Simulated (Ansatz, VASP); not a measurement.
## One calculation of Pd, two programs

The input INCAR:

```
PREC     = Accurate       # precision mode
ENCUT    = 520            # plane-wave cutoff, eV
EDIFF    = 1E-7           # SCF threshold, eV
ISMEAR   = -1             # smearing method
SIGMA    = 0.05           # smearing width, eV
LREAL    = F              # projectors in reciprocal space
LASPH    = T              # aspherical terms in the spheres
NELM     = 150            # most SCF steps
ALGO     = Normal         # electronic algorithm
ISIF     = 2              # what is computed and relaxed
LWAVE    = F              # write WAVECAR
LCHARG   = T              # write CHGCAR
ISPIN    = 2              # spin polarisation
MAGMOM   = 0.422 0.422    # initial moments
LORBIT   = 11             # projections on sites
LMAXMIX  = 4              # l up to which the mixer works
GGA      = CA             # functional
LELF     = T              # ELF
LVHAR    = T            
NBANDS   = 21             # bands
```

The input KPOINTS:

```
Automatic mesh
0
Gamma
  11 11 11
```

POSCAR

```
Pd
1.0
    0.0000000000      2.7709378238      2.7709378238
    2.7709378238      0.0000000000      2.7709378238
    2.7709378238      2.7709378238      0.0000000000
Pd
2
Direct
    0.1250000000      0.1250000000      0.1250000000
    0.8750000000      0.8750000000      0.8750000000
```

Input for Ansatz:

```yaml
crystal:
  lattice:
    - [0.0, 2.7709378238, 2.7709378238]
    - [2.7709378238, 0.0, 2.7709378238]
    - [2.7709378238, 2.7709378238, 0.0]
  atoms:
    - { symbol: Pd, position: [0.125, 0.125, 0.125], spin: 0.422 }
    - { symbol: Pd, position: [0.875, 0.875, 0.875], spin: 0.422 }
hamiltonian:
  xc: lda
  pseudopotentials:
    kind: paw
    azcp:
      Pd: "pseudopotentials/Pd.paw.azcp"
basis:
  ecutwfc: 420
  fft_grid_basis: typed
kpoints:
  mp_grid: { grid: [11, 11, 11], shift: [0, 0, 0] }
magnetization:
  spin_polarized: true
scf:
  occupations: { method: fermi_dirac, width: 0.05 }
  lower_state_search: "off"
output:
  stress: true
```

Alike in both runs: task single point; functional LDA; k mesh 11 × 11 × 11; occupations fermi-dirac, width 0.05 eV; collinear spin.

```csv
,VASP,Ansatz
version,VASP 6.6.1,Ansatz 0.2.0
potentials or method,"VASP PAW LDA potentials, release 64 (Pd), cutoff 520 eV","plane waves (420 eV) with PAW, scalar-relativistic"
valence electrons in the cell,20,36
```

|  | VASP | Ansatz | Ansatz less VASP |
| --- | --- | --- | --- |
| pressure (GPa) | 3.9 | 4.3 | +0.40 |
| net moment per atom (μB) | 0.40 | 0.44 | +0.045 |
| size of the moment on the site where the two differ most (μB) | 0.38 | 0.42 | +0.034 |

Ansatz warns that its potentials were made for another functional, while VASP's fit it. LDA's correlation is that of Perdew and Zunger in VASP and of Perdew and Wang (1992) in Ansatz. Site moments also hang on the region over which each program counts them. VASP's potentials hold 20 valence electrons a cell and Ansatz's 36, so a difference there can come from the potentials and not from the codes.
